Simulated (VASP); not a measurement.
# Ti (Im-3m) in VASP: a series of runs

Runs on Ti. Level: PBEsol. Tasks: single point, relaxation of cell and atoms.

Everything below comes from runs of VASP 6.6.1. Logs are shortened: lines on timing, memory, paths and dates and some standing lists are left out, and cuts for length are marked.

## 1. The cell of the first run

The structure is cubic, space group Im-3m (No. 229). The conventional cell has a = 3.210 Å, b = 3.210 Å, c = 3.210 Å, α = 90.00°, β = 90.00°, γ = 90.00°. Ti (site symmetry m-3m) has 14 Ti at 2.78 to 3.21 Å within 3.7 Å.

## 2. Single point, PBEsol

INCAR

```
  PREC = Accurate
  ENCUT = 520
  EDIFF = 1E-6
  ISMEAR = 0
  SIGMA = 0.1
  LREAL = False
  LASPH = True
  NELM = 60
  ALGO = Fast
  ISIF = 2
  LWAVE = False
  LCHARG = False
  GGA = PS
  NBANDS = 12
```

KPOINTS

```
Automatic mesh
0
Gamma
  18 18 18
```

POSCAR

```
Ti
1.0
   -1.6050467516      1.6050467516      1.6050467516
    1.6050467516     -1.6050467516      1.6050467516
    1.6050467516      1.6050467516     -1.6050467516
Ti
1
Direct
    0.0000000000      0.0000000000      0.0000000000
```

Potentials or basis: VASP PAW PBE potentials, release 64 (Ti_sv).

On the command line:

```
$ cat potpaw_PBE.64/Ti_sv/POTCAR > POTCAR
$ mpirun -np 1 vasp_std > vasp.out
```

OUTCAR:

```text
PREC = Accurate
   ENCUT = 520
   EDIFF = 1E-6
   ISMEAR = 0
   LREAL = False
   LASPH = True
   NELM = 60
   ISIF = 2
   GGA = PS

 ion  position               nearest neighbor table
   1  0.000  0.000  0.000-

  LATTYP: Found a body centered cubic cell.
 ALAT       =     3.2100935032

  Lattice vectors:

 A1 = (  -1.6050467516,   1.6050467516,   1.6050467516)
 A2 = (   1.6050467516,  -1.6050467516,   1.6050467516)
 A3 = (   1.6050467516,   1.6050467516,  -1.6050467516)

Analysis of symmetry for initial positions (statically):
=====================================================================
 Subroutine PRICEL returns:
 Original cell was already a primitive cell.

 Routine SETGRP: Setting up the symmetry group for a
 body centered cubic supercell.

 Subroutine GETGRP returns: Found 48 space group operations
 (whereof 48 operations were pure point group operations)
 out of a pool of 48 trial point group operations.

The static configuration has the point symmetry O_h .

Analysis of symmetry for dynamics (positions and initial velocities):
=====================================================================
 Subroutine PRICEL returns:
 Original cell was already a primitive cell.

 Routine SETGRP: Setting up the symmetry group for a
 body centered cubic supercell.

 Subroutine GETGRP returns: Found 48 space group operations
 (whereof 48 operations were pure point group operations)
 out of a pool of 48 trial point group operations.

The dynamic configuration has the point symmetry O_h .

 Subroutine INISYM returns: Found 48 space group operations
 (whereof 48 operations are pure point group operations),
 and found     1 'primitive' translations

----------------------------------------------------------------------------------------

                                     Primitive cell

  volume of cell :      16.5395

  direct lattice vectors                    reciprocal lattice vectors
    -1.605046752  1.605046752  1.605046752     0.000000000  0.311517406  0.311517406
     1.605046752 -1.605046752  1.605046752     0.311517406  0.000000000  0.311517406
     1.605046752  1.605046752 -1.605046752     0.311517406  0.311517406  0.000000000

  length of vectors
     2.780022522  2.780022522  2.780022522     0.440552140  0.440552140  0.440552140

  position of ions in fractional coordinates (direct lattice)
     0.000000000  0.000000000  0.000000000

  ion indices of the primitive-cell ions
   primitive index   ion index
                 1           1

[... 78 lines left out ...]
   ISYM   =      2    0-nonsym 1-usesym 2-fastsym
   POTIM  = 0.5000    time-step for ionic-motion
   TEBEG  =    0.0;   TEEND  =   0.0 temperature during run
   PSTRESS=    0.0 pullay stress
   NELECT =      12.0000    total number of electrons
   NUPDOWN=      -1.0000    fix difference up-down
   EMIN   =  10.00;   EMAX   =-10.00  energy-range for DOS
   EFERMI =   0.00;   METHOD = LEGACY
   ISMEAR =     0;   SIGMA  =   0.10  broadening in eV -4-tet -1-fermi 0-gaus
   EFERMI_NEDOS =   21; number of points for ismear=-14 and -15
   IALGO  =     68    algorithm
   IMIX   =      4    mixing-type and parameters
     AMIX     =   0.40;   BMIX     =  1.00
     AMIX_MAG =   1.60;   BMIX_MAG =  1.00
  volume/ion in A,a.u.               =      16.54       111.61
  Fermi-wavevector in a.u.,A,eV,Ry     =   1.471050  2.779882 29.442863  2.163989
  Thomas-Fermi vector in A             =   2.586233
   LORBIT       =      0    0 simple, 1 ext, 2 COOP (PROOUT), +10 PAW based schemes
   GGA     = PS    functional components
   LHFCALC =     F    Hartree Fock is set to
   AEXX    =    0.0000 exact exchange contribution
   IVDW    =     0    specifies the selected vdW correction
   LEPSILON=     F    determine dielectric tensor
   LRPA    =     F    only Hartree local field effects (RPA)
 non-spin polarized calculation
 RMM-DIIS sequential band-by-band and
 Gauss-broadening in eV      SIGMA  =   0.10
  energy-cutoff  :      520.00
  volume of cell :       16.54
 maximum number of plane-waves:       466
 NGX is ok and might be reduce to    24
   NGX = 11   NGY = 11   NGZ = 11

 number of electron      12.0000000 magnetization

 Free energy of the ion-electron system (eV)
  ---------------------------------------------------
  ext. energy  EPLUGINS =         0.00000000
  ---------------------------------------------------
  free energy    TOTEN  =        -8.24095938 eV

  energy without entropy =       -8.22994592  energy(sigma->0) =       -8.23545265

 E-fermi :   8.4697     XC(G=0): -11.8672

 val. band max:        8.4605887161   @ k =   0.3333   0.2222   0.0000
 cond. band min:       8.4727603816   @ k =  -0.4444   0.5000   0.1111
 fundamental gap:      0.0121716656
 Fermi energy:         8.4696812718

 k-point     1 :       0.0000    0.0000    0.0000
  band No.  band energies     occupation
      1     -47.7325      2.00000
      2     -23.6204      2.00000
      3     -23.6204      2.00000
      4     -23.6204      2.00000
      5       2.4167      2.00000
      6       9.4972      0.00000
      7       9.4972      0.00000
      8       9.4972      0.00000
      9      11.3795      0.00000
     10      11.3795      0.00000
     11      26.2413      0.00000
     12      26.2413      0.00000
[... 331 lines left out ...]
 k-point    24 :       0.3889    0.1111    0.0000
  band No.  band energies     occupation
      1     -47.5692      2.00000
      2     -24.3674      2.00000
      3     -23.8907      2.00000
      4     -23.6601      2.00000
      5       6.1343      2.00000
      6       8.0692      2.00000
      7       9.0977      0.00000
      8      11.2997      0.00000
      9      11.8882      0.00000
     10      13.3769      0.00000
     11      18.1527      0.00000
     12      21.9982      0.00000

 [... further k-points ...]
[... 5 lines left out ...]
  --------------------------------------------------------------------------------------
  -------------------------------------------------------------------------------------
  Total       -0.0245803     -0.0245803     -0.0245803      0.0000000      0.0000000      0.0000000
  in kB       -2.3810862     -2.3810862     -2.3810862      0.0000000      0.0000000      0.0000000
  external PRESSURE =      -2.3810862 kB  Pullay stress =       0.0000000 kB

 VOLUME and BASIS-vectors are now :
 -----------------------------------------------------------------------------
  energy-cutoff  :      520.00
  volume of cell :       16.54
      direct lattice vectors                 reciprocal lattice vectors
    -1.605046752  1.605046752  1.605046752     0.000000000  0.311517406  0.311517406
     1.605046752 -1.605046752  1.605046752     0.311517406  0.000000000  0.311517406
     1.605046752  1.605046752 -1.605046752     0.311517406  0.311517406  0.000000000

 POSITION                                       TOTAL-FORCE (eV/Angst)
 -----------------------------------------------------------------------------------
      0.00000      0.00000      0.00000        -0.000000      0.000000     -0.000000
 -----------------------------------------------------------------------------------
    total drift:                                0.000000      0.000000      0.000000

  FREE ENERGIE OF THE ION-ELECTRON SYSTEM (eV)
  ---------------------------------------------------
  free  energy   TOTEN  =        -8.2409593777 eV

  energy  without entropy=       -8.2299459167  energy(sigma->0) =       -8.23545265
```

stdout:

```text
POSCAR found type information on POSCAR Ti
 POSCAR found :  1 types and       1 ions
 scaLAPACK will be used
 -----------------------------------------------------------------------------
|                                                                             |
|                                                                             |
|     You enforced a specific xc type in the INCAR file but a different       |
|     I HOPE YOU KNOW WHAT YOU ARE DOING!                                     |
|                                                                             |
 -----------------------------------------------------------------------------

 LDA part: xc-table for (Slater+PW92), standard interpolation
 POSCAR, INCAR and KPOINTS ok, starting setup
 FFT: planning ... GRIDC
 FFT: planning ... GRID_SOFT
 FFT: planning ... GRID
 WAVECAR not read
 entering main loop
WARNING in EDDRMM: call to ZHEGV failed, returncode =   6  3      5
```

Run time: 42 s. Hardware: 1 thread of Intel Xeon Platinum 8375C at 2.90GHz (Ice Lake), shared host; peak memory 0.16 GiB.

Results:

- Free energy: -8.2410 eV
- Pressure: -0.2 GPa
- Band gap on the k mesh: zero (band 6 reaches 9.50 eV, above the bottom of band 7 at 7.89 eV)

Caveat: the PAW data sets were made with another functional, which shifts forces and pressure a little.

## 3. Relaxation of cell and atoms, PBEsol

This run uses another cell than the first one, of 17.32 Å³/atom, 1.047 times its volume.

INCAR

```
PREC = Accurate
ENCUT = 600
EDIFF = 1E-7
ISMEAR = 0
SIGMA = 0.1
LREAL = F
LASPH = T
NELM = 80
ALGO = Fast
ISIF = 3
LWAVE = F
LCHARG = F
GGA = PS
IBRION = 2
NSW = 100
EDIFFG = -0.005
```

KPOINTS is that of step 2.

POSCAR

```
Ti
1.0
   -1.6300483685      1.6300483685      1.6300483685
    1.6300483685     -1.6300483685      1.6300483685
    1.6300483685      1.6300483685     -1.6300483685
Ti
1
Direct
    0.0000000000      0.0000000000      0.0000000000
```

Potentials or basis: VASP PAW PBE potentials, release 64 (Ti_sv).

On the command line:

```
$ cat potpaw_PBE.64/Ti_sv/POTCAR > POTCAR
$ mpirun -np 1 vasp_std > vasp.out
```

Run time: 7.4 min. Hardware: 1 thread of Intel Xeon Platinum 8375C at 2.90GHz (Ice Lake), shared host; peak memory 0.2 GiB.

It converged, with:

| Quantity | Value |
| --- | --- |
| Free energy | -8.2413 eV |
| Relaxed volume | 16.49 Å³/atom |
| Relaxed cell | a = 2.777 Å, b = 2.777 Å, c = 2.777 Å, α = 109.47°, β = 109.47°, γ = 109.47° |
| Space group after relaxing (to 0.05 Å) | Im-3m (No. 229) |
| Energy gained by relaxing | 13.6 meV/atom |
| Ionic steps | 7 |
| Pressure after relaxing | 0.0 GPa |
| Band gap on the k mesh | zero (band 6 reaches 9.53 eV, above the bottom of band 7 at 7.92 eV) |

Step by step:
```
step  energy change (eV)  largest force (eV/Å)  pressure (GPa)  volume (Å³)
   1              0.0000                0.0000           -5.22        17.32
   2             -0.0069                0.0000            3.88        15.95
   3             -0.0136                0.0000           -0.07        16.51
   4             -0.0136                0.0000           -0.07        16.49
   5             -0.0123                0.0000            1.71        16.25
   6             -0.0136                0.0000            0.08        16.48
   7             -0.0136                0.0000            0.04        16.49
```

Final structure:
```cif
data_structure
_symmetry_space_group_name_H-M 'P 1'
_symmetry_Int_Tables_number 1
_cell_length_a 2.7775
_cell_length_b 2.7775
_cell_length_c 2.7775
_cell_angle_alpha 109.471
_cell_angle_beta 109.471
_cell_angle_gamma 109.471
_cell_volume 16.49
loop_
_atom_site_label
_atom_site_type_symbol
_atom_site_fract_x
_atom_site_fract_y
_atom_site_fract_z
_atom_site_occupancy
Ti1 Ti 0.00000 0.00000 0.00000 1
```

Levels at points of the mesh, in eV from the Fermi level:
```csv
k point,band 2,band 3,band 4,band 5,band 6,band 7,band 8,band 9,band 10
"(0.00, 0.00, 0.00)",-32.08,-32.08,-32.08,-6.06,1.03,1.03,1.03,2.92,2.92
"(0.50, 0.00, 0.00)",-32.89,-32.33,-32.09,-2.59,-0.46,1.32,2.91,3.29,4.58
"(0.50, 0.50, 0.50)",-32.63,-32.63,-32.63,-2.28,-2.28,4.20,4.20,4.20,8.79
```

Caveat: the PAW data sets were made with another functional, which shifts forces and pressure a little.
